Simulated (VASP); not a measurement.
# Pd (Im-3m) in VASP: further runs

The runs below take Pd through single point, with revPBE, BLYP, PBE.

All numbers are computed with VASP 6.6.1; they aren't measurements. Logs are shortened: lines on timing, memory, paths and dates and some standing lists are left out, and cuts for length are marked.

### 1 The cell of the first run

It takes space group Im-3m (No. 229, cubic). The conventional cell has a = 3.159 Å, b = 3.159 Å, c = 3.159 Å, α = 90.00°, β = 90.00°, γ = 90.00°. Pd (site symmetry m-3m) has 14 Pd at 2.74 to 3.16 Å within 3.6 Å.

### 2 Single point, revPBE

Input file INCAR:

```
PREC = Accurate
ENCUT = 520
EDIFF = 1E-7
ISMEAR = -1
SIGMA = 0.05
LREAL = False
LASPH = True
NELM = 100
ALGO = Fast
ISIF = 2
LWAVE = False
LCHARG = False
GGA = RE
NBANDS = 11
```

Input file KPOINTS:

```
Automatic mesh
0
Gamma
  12 12 12
```

Input file POSCAR:

```
Pd
1.0
   -1.5793245630      1.5793245630      1.5793245630
    1.5793245630     -1.5793245630      1.5793245630
    1.5793245630      1.5793245630     -1.5793245630
Pd
1
Direct
    0.0000000000      0.0000000000      0.0000000000
```

Potentials or basis: VASP PAW PBE potentials, release 64 (Pd).

Launch:

```console
$ cat potpaw_PBE.64/Pd/POTCAR > POTCAR
$ mpirun -np 1 vasp_std > vasp.out
```

OUTCAR:

```text
PREC = Accurate
   ENCUT = 520
   EDIFF = 1E-7
   ISMEAR = -1
   LREAL = False
   LASPH = True
   NELM = 100
   ISIF = 2
   GGA = RE

 ion  position               nearest neighbor table
   1  0.000  0.000  0.000-

  LATTYP: Found a body centered cubic cell.
 ALAT       =     3.1586491260

  Lattice vectors:

 A1 = (  -1.5793245630,   1.5793245630,   1.5793245630)
 A2 = (   1.5793245630,  -1.5793245630,   1.5793245630)
 A3 = (   1.5793245630,   1.5793245630,  -1.5793245630)

Analysis of symmetry for initial positions (statically):
=====================================================================
 Subroutine PRICEL returns:
 Original cell was already a primitive cell.

 Routine SETGRP: Setting up the symmetry group for a
 body centered cubic supercell.

 Subroutine GETGRP returns: Found 48 space group operations
[... 9 lines left out ...]

 Routine SETGRP: Setting up the symmetry group for a
 body centered cubic supercell.

 Subroutine GETGRP returns: Found 48 space group operations
[... 11 lines left out ...]
                                     Primitive cell

  volume of cell :      15.7570

  direct lattice vectors                    reciprocal lattice vectors
    -1.579324563  1.579324563  1.579324563     0.000000000  0.316591036  0.316591036
     1.579324563 -1.579324563  1.579324563     0.316591036  0.000000000  0.316591036
     1.579324563  1.579324563 -1.579324563     0.316591036  0.316591036  0.000000000

  length of vectors
     2.735470385  2.735470385  2.735470385     0.447727337  0.447727337  0.447727337

  position of ions in fractional coordinates (direct lattice)
     0.000000000  0.000000000  0.000000000

  ion indices of the primitive-cell ions
   primitive index   ion index
                 1           1

----------------------------------------------------------------------------------------

 KPOINTS: Automatic mesh

Automatic generation of k-mesh.
 Grid dimensions read from file:
 generate k-points for:   12   12   12

 Generating k-lattice:

  Cartesian coordinates                     Fractional coordinates (reciprocal lattice)
     0.000000000  0.026382586  0.026382586     0.083333333  0.000000000  0.000000000
     0.026382586  0.000000000  0.026382586     0.000000000  0.083333333  0.000000000
     0.026382586  0.026382586  0.000000000     0.000000000  0.000000000  0.083333333

  Length of vectors
     0.037310611  0.037310611  0.037310611

  Shift w.r.t. Gamma in fractional coordinates (k-lattice)
     0.000000000  0.000000000  0.000000000

 Subroutine IBZKPT returns following result:
 ===========================================

 Found     72 irreducible k-points:

 Following reciprocal coordinates:
            Coordinates               Weight
  0.000000  0.000000  0.000000      1.000000
  0.083333  0.000000  0.000000     12.000000
  0.166667  0.000000  0.000000     12.000000
  0.250000  0.000000  0.000000     12.000000
  0.333333  0.000000  0.000000     12.000000
  0.416667  0.000000  0.000000     12.000000
[... 16 lines left out ...]
  0.333333  0.083333  0.083333     24.000000
  0.416667  0.083333  0.083333     12.000000
 [... further k-points ...]
   k-points           NKPTS =     72   k-points in BZ     NKDIM =     72   number of bands    NBANDS=     11
   number of dos      NEDOS =    301   number of ions     NIONS =      1
   total plane-waves  NPLWV =   8000
   dimension x,y,z NGX =    20 NGY =   20 NGZ =   20
   dimension x,y,z NGXF=    40 NGYF=   40 NGZF=   40
   ions per type =               1
   NGX,Y,Z   is equivalent  to a cutoff of  12.15, 12.15, 12.15 a.u.
   NGXF,Y,Z  is equivalent  to a cutoff of  24.31, 24.31, 24.31 a.u.
 SYSTEM =  unknown system
   PREC   = accura    normal or accurate (medium, high low for compatibility)
   ISTART =      0    job   : 0-new  1-cont  2-samecut
   ICHARG =      2    charge: 1-file 2-atom 10-const
   ISPIN  =      1    spin polarized calculation?
   LNONCOLLINEAR =      F non collinear calculations
   LSORBIT =      F    spin-orbit coupling
   LASPH  =      T    aspherical Exc in radial PAW
   ENCUT  =  520.0 eV  38.22 Ry    6.18 a.u.   5.09  5.09  5.09*2*pi/ulx,y,z
   NELM   =    100;   NELMIN=  2; NELMDL= -5     # of ELM steps
   EDIFF  = 0.1E-06   stopping-criterion for ELM
   LREAL  =      F    real-space projection
   EDIFFG = 0.1E-05   stopping-criterion for IOM
   NSW    =      0    number of steps for IOM
   IBRION =     -1    ionic relax: 0-MD 1-quasi-New 2-CG
   NFREE  =      0    steps in history (QN), initial steepest desc. (CG)
   ISIF   =      2    stress and relaxation
   ISYM   =      2    0-nonsym 1-usesym 2-fastsym
   POTIM  = 0.5000    time-step for ionic-motion
   TEBEG  =    0.0;   TEEND  =   0.0 temperature during run
   PSTRESS=    0.0 pullay stress
   NELECT =      10.0000    total number of electrons
   NUPDOWN=      -1.0000    fix difference up-down
   EMIN   =  10.00;   EMAX   =-10.00  energy-range for DOS
   EFERMI =   0.00;   METHOD = LEGACY
   ISMEAR =    -1;   SIGMA  =   0.05  broadening in eV -4-tet -1-fermi 0-gaus
   EFERMI_NEDOS =   21; number of points for ismear=-14 and -15
   IALGO  =     68    algorithm
   IMIX   =      4    mixing-type and parameters
     AMIX     =   0.40;   BMIX     =  1.00
     AMIX_MAG =   1.60;   BMIX_MAG =  1.00
  volume/ion in A,a.u.               =      15.76       106.33
  Fermi-wavevector in a.u.,A,eV,Ry     =   1.406858  2.658575 26.929304  1.979248
  Thomas-Fermi vector in A             =   2.529175
   LORBIT       =      0    0 simple, 1 ext, 2 COOP (PROOUT), +10 PAW based schemes
   GGA     = RE    functional components
   LHFCALC =     F    Hartree Fock is set to
   AEXX    =    0.0000 exact exchange contribution
   IVDW    =     0    specifies the selected vdW correction
   LEPSILON=     F    determine dielectric tensor
   LRPA    =     F    only Hartree local field effects (RPA)
 non-spin polarized calculation
 RMM-DIIS sequential band-by-band and
  energy-cutoff  :      520.00
  volume of cell :       15.76
 maximum number of plane-waves:       435
   NGX = 11   NGY = 11   NGZ = 11

 number of electron      10.0000002 magnetization

 Free energy of the ion-electron system (eV)
  ---------------------------------------------------
  ext. energy  EPLUGINS =         0.00000000
  ---------------------------------------------------
  free energy    TOTEN  =        -4.71204074 eV

  energy without entropy =       -4.70125118  energy(sigma->0) =       -4.70664596

 E-fermi :   8.7757     XC(G=0): -12.6906

 val. band max:        8.7674144287   @ k =  -0.2500   0.2500   0.1667
 cond. band min:       8.8395045687   @ k =  -0.4167   0.4167   0.2500
 fundamental gap:      0.0720901400
 Fermi energy:         8.7756519809

 k-point     1 :       0.0000    0.0000    0.0000
  band No.  band energies     occupation
      1       2.1885      2.00000
      2       6.1225      2.00000
      3       6.1225      2.00000
      4       6.1225      2.00000
      5       7.9180      2.00000
      6       7.9180      2.00000
      7      28.0279      0.00000
      8      28.0279      0.00000
      9      28.0279      0.00000
     10      35.9017      0.00000
     11      35.9021      0.00000

 k-point     2 :       0.0833    0.0000    0.0000
  band No.  band energies     occupation
      1       2.4387      2.00000
      2       6.0424      2.00000
      3       6.1263      2.00000
      4       6.2943      2.00000
      5       7.8280      2.00000
      6       7.9241      2.00000
      7      27.7791      0.00000
      8      28.0315      0.00000
      9      28.3104      0.00000
     10      33.9679      0.00000
     11      34.5807      0.00000

 k-point     3 :       0.1667    0.0000    0.0000
  band No.  band energies     occupation
      1       3.1210      2.00000
      2       5.8298      2.00000
      3       6.1424      2.00000
      4       6.7857      2.00000
      5       7.6680      2.00000
      6       7.9463      2.00000
      7      26.4572      0.00000
      8      27.5877      0.00000
      9      29.0858      0.00000
     10      32.9460      0.00000
     11      32.9562      0.00000

 k-point     4 :       0.2500    0.0000    0.0000
  band No.  band energies     occupation
      1       3.9003      2.00000
      2       5.5531      2.00000
      3       6.4026      2.00000
      4       7.5204      2.00000
      5       7.6268      2.00000
      6       7.9894      2.00000
      7      23.7395      0.00000
      8      26.3489      0.00000
      9      30.1504      0.00000
     10      30.6307      0.00000
     11      32.6025      0.00000

 k-point     5 :       0.3333    0.0000    0.0000
  band No.  band energies     occupation
      1       4.1596      2.00000
      2       5.2905      2.00000
      3       7.4636      2.00000
      4       7.7794      2.00000
      5       8.0483      2.00000
      6       8.3513      1.99959
      7      20.5507      0.00000
      8      25.0255      0.00000
      9      28.2977      0.00000
     10      31.2080      0.00000
     11      32.8933      0.00000

 k-point     6 :       0.4167    0.0000    0.0000
  band No.  band energies     occupation
      1       4.0604      2.00000
      2       5.1062      2.00000
      3       7.7969      2.00000
      4       8.1021      2.00000
      5       9.0438      0.00934
      6       9.2893      0.00007
      7      17.6667      0.00000
      8      24.1105      0.00000
      9      26.6633      0.00000
     10      31.9634      0.00000
     11      33.3414      0.00000

 k-point     7 :       0.5000    0.0000    0.0000
  band No.  band energies     occupation
      1       3.9934      2.00000
      2       5.0404      2.00000
      3       7.8496      2.00000
      4       8.1242      2.00000
      5       9.3206      0.00004
      6      10.3392      0.00000
      7      16.2395      0.00000
      8      23.7886      0.00000
      9      26.0666      0.00000
     10      32.2329      0.00000
     11      33.6156      0.00000

 k-point     8 :       0.0833    0.0833    0.0000
  band No.  band energies     occupation
      1       2.9109      2.00000
      2       5.9536      2.00000
      3       6.0334      2.00000
      4       6.6673      2.00000
      5       7.6828      2.00000
      6       7.9577      2.00000
      7      27.1372      0.00000
      8      27.7855      0.00000
      9      28.6714      0.00000
     10      32.3780      0.00000
     11      33.2162      0.00000
[... 141 lines left out ...]
 k-point    19 :       0.3333    0.3333    0.0000
  band No.  band energies     occupation
      1       4.8676      2.00000
      2       5.8848      2.00000
      3       5.8848      2.00000
      4       8.1023      2.00000
      5       8.1023      2.00000
      6      16.2893      0.00000
      7      16.2893      0.00000
      8      17.0337      0.00000
      9      25.8792      0.00000
     10      32.4102      0.00000
     11      32.4102      0.00000

 k-point    20 :       0.0833    0.0833    0.0833
  band No.  band energies     occupation
      1       3.5459      2.00000
      2       5.7815      2.00000
      3       5.7815      2.00000
      4       7.3796      2.00000
      5       7.8146      2.00000
      6       7.8146      2.00000
      7      26.3567      0.00000
      8      26.3567      0.00000
      9      29.2473      0.00000
     10      29.2584      0.00000
     11      35.1547      0.00000

 k-point    21 :       0.1667    0.0833    0.0833
  band No.  band energies     occupation
      1       4.3372      2.00000
      2       5.4986      2.00000
      3       5.7555      2.00000
      4       7.7511      2.00000
      5       7.9442      2.00000
      6       8.3946      1.99902
      7      23.9207      0.00000
      8      25.1914      0.00000
      9      26.7228      0.00000
     10      30.2668      0.00000
     11      36.0854      0.00000

 k-point    22 :       0.2500    0.0833    0.0833
  band No.  band energies     occupation
      1       4.5681      2.00000
      2       5.2577      2.00000
      3       6.4425      2.00000
      4       7.8018      2.00000
      5       8.0457      2.00000
      6       9.6985      0.00000
      7      20.7215      0.00000
      8      24.0691      0.00000
      9      25.2008      0.00000
     10      31.4435      0.00000
     11      35.9040      0.00000

 k-point    23 :       0.3333    0.0833    0.0833
  band No.  band energies     occupation
      1       4.4215      2.00000
      2       5.0993      2.00000
      3       7.4094      2.00000
      4       7.8878      2.00000
      5       8.1116      2.00000
      6      11.2377      0.00000
      7      17.7800      0.00000
      8      23.2921      0.00000
      9      24.1533      0.00000
     10      32.3579      0.00000
     11      35.7135      0.00000

 k-point    24 :       0.4167    0.0833    0.0833
  band No.  band energies     occupation
      1       4.3440      2.00000
      2       5.0444      2.00000
      3       7.8289      2.00000
      4       7.9238      2.00000
      5       8.1350      1.99999
      6      12.2859      0.00000
      7      16.2247      0.00000
      8      23.0168      0.00000
      9      23.7531      0.00000
     10      32.6874      0.00000
     11      35.6008      0.00000

 [... further k-points ...]
[... 5 lines left out ...]
  --------------------------------------------------------------------------------------
  -------------------------------------------------------------------------------------
  Total       -0.0242977     -0.0242977     -0.0242977      0.0000000      0.0000000      0.0000000
  in kB       -2.4705944     -2.4705944     -2.4705944      0.0000000      0.0000000      0.0000000
  external PRESSURE =      -2.4705944 kB  Pullay stress =       0.0000000 kB

 VOLUME and BASIS-vectors are now :
 -----------------------------------------------------------------------------
  energy-cutoff  :      520.00
  volume of cell :       15.76
      direct lattice vectors                 reciprocal lattice vectors
    -1.579324563  1.579324563  1.579324563     0.000000000  0.316591036  0.316591036
     1.579324563 -1.579324563  1.579324563     0.316591036  0.000000000  0.316591036
     1.579324563  1.579324563 -1.579324563     0.316591036  0.316591036  0.000000000

 POSITION                                       TOTAL-FORCE (eV/Angst)
 -----------------------------------------------------------------------------------
      0.00000      0.00000      0.00000         0.000000     -0.000000     -0.000000
 -----------------------------------------------------------------------------------
    total drift:                                0.000000     -0.000000      0.000000

  FREE ENERGIE OF THE ION-ELECTRON SYSTEM (eV)
  ---------------------------------------------------
  free  energy   TOTEN  =        -4.7120407367 eV

  energy  without entropy=       -4.7012511835  energy(sigma->0) =       -4.70664596
```

Wall time 5.5 s (1 thread of Intel Xeon 6975P-C (Granite Rapids), shared host); peak memory 0.13 GiB.

Results:

```
Free energy            : -4.7120 eV
Pressure               : -0.2 GPa
Band gap on the k mesh : zero (band 5 reaches 9.32 eV, above the bottom of band 6 at 7.81 eV)
```

Levels at points of the mesh, in eV from the Fermi level:
```tsv
k point	band 1	band 2	band 3	band 4	band 5	band 6	band 7	band 8	band 9	band 10
(0.00, 0.00, 0.00)	-6.59	-2.65	-2.65	-2.65	-0.86	-0.86	19.25	19.25	19.25	27.13
(0.50, 0.00, 0.00)	-4.78	-3.74	-0.93	-0.65	0.54	1.56	7.46	15.01	17.29	23.46
(0.50, 0.50, 0.50)	-4.70	-4.70	0.20	0.20	0.20	9.06	9.06	9.06	16.77	16.93
```

Caveat: the PAW data sets were made with another functional, which shifts forces and pressure a little.

### 3 Single point, BLYP

This run uses another cell than the first one, of 15.55 Å³/atom, 0.987 times its volume.

Input file INCAR:

```
SYSTEM = Pd
PREC = Accurate
ENCUT = 520
EDIFF = 1E-6
ISMEAR = -1
SIGMA = 0.05
LREAL = .FALSE.
LASPH = .TRUE.
NELM = 60
ALGO = Fast
ISIF = 2
LWAVE = .FALSE.
LCHARG = .FALSE.
GGA = B5
ALDAX = 1.0
AGGAX = 1.0
AGGAC = 1.0
ALDAC = 0.0
NBANDS = 11
```

Input file KPOINTS:

```
Automatic mesh
0
G
  12 12 12
  0 0 0
```

Input file POSCAR:

```
Pd
1.0
   -1.5722810000      1.5722810000      1.5722810000
    1.5722810000     -1.5722810000      1.5722810000
    1.5722810000      1.5722810000     -1.5722810000
Pd
1
Direct
    0.0000000000      0.0000000000      0.0000000000
```

Potentials or basis: VASP PAW PBE potentials, release 64 (Pd).

Launch:

```console
$ cat potpaw_PBE.64/Pd/POTCAR > POTCAR
$ mpirun -np 1 vasp_std > vasp.out
```

It took 6.7 s on 1 thread of Intel Xeon 6975P-C (Granite Rapids), shared host; peak memory 0.12 GiB.

Results (log left out):

- Free energy: -4.3294 eV
- Pressure: 9.2 GPa
- Band gap on the k mesh: zero (band 5 reaches 9.98 eV, above the bottom of band 6 at 8.42 eV)

Levels at points of the mesh, in eV from the Fermi level:
```
           k point  band 2  band 3  band 4  band 5  band 6  band 7  band 8  band 9
(0.00, 0.00, 0.00)   -2.74   -2.74   -2.74   -0.90   -0.90   19.55   19.55   19.55
(0.50, 0.00, 0.00)   -3.84   -0.97   -0.69    0.56    1.74    7.57   15.27   17.33
(0.50, 0.50, 0.50)   -4.79    0.20    0.20    0.20    9.18    9.18    9.18   16.75
```

Caveat: the PAW data sets were made with another functional, which shifts forces and pressure a little.

### 4 Single point, PBE

This run uses another cell than the first one, of 15.55 Å³/atom, 0.987 times its volume.

Input file INCAR:

```
ALGO = Normal
EDIFF = 1E-6
ENCUT = 520
GGA = PE
ISIF = 2
ISMEAR = 0
LASPH = True
LCHARG = False
LREAL = False
LWAVE = False
NBANDS = 11
NELM = 100
PREC = Accurate
SIGMA = 0.012
```

Input file KPOINTS:

```
k-points
0
Gamma
  12 12 12
```

POSCAR is that of step 3.

Launch:

```console
$ cat potpaw_PBE.64/Pd/POTCAR > POTCAR
$ mpirun -np 1 vasp_std > vasp.out
```

Run time: 3.7 s. Hardware: 1 thread of Intel Xeon 6975P-C (Granite Rapids), shared host; peak memory 0.12 GiB.

The run converged. Its results:

| Item | Value |
| --- | --- |
| Free energy | -5.1751 eV |
| Pressure | -1.7 GPa |
| Band gap on the k mesh | zero (band 5 reaches 9.47 eV, above the bottom of band 6 at 7.92 eV) |

Levels at points of the mesh, in eV from the Fermi level:
```csv
k point,band 2,band 3,band 4,band 5,band 6,band 7,band 8,band 9
"(0.00, 0.00, 0.00)",-2.69,-2.69,-2.69,-0.85,-0.85,19.31,19.31,19.31
"(0.50, 0.00, 0.00)",-3.80,-0.92,-0.64,0.59,1.54,7.57,15.06,17.40
"(0.50, 0.50, 0.50)",-4.79,0.23,0.23,0.23,9.10,9.10,9.10,16.95
```

### 5 Summary

```tsv
level	cell	smearing	gap on the mesh (eV)	pressure (GPa)
revPBE	a = 2.735 Å, angles 109.5°, 1 atom	fermi-dirac 0.05 eV	none	-0.2
BLYP	a = 2.723 Å, angles 109.5°, 1 atom	fermi-dirac 0.05 eV	none	9.2
PBE	a = 2.723 Å, angles 109.5°, 1 atom	gaussian 0.012 eV	none	-1.7
```

Alike in all rows: task single point; potentials or basis VASP PAW PBE potentials, release 64 (Pd); no spin polarisation; k mesh 12 × 12 × 12; cutoff (eV) 520.

Caveats: the PAW data sets were made with another functional, which shifts forces and pressure a little (some runs).

Absolute energies hang on the potentials; compare differences alone.
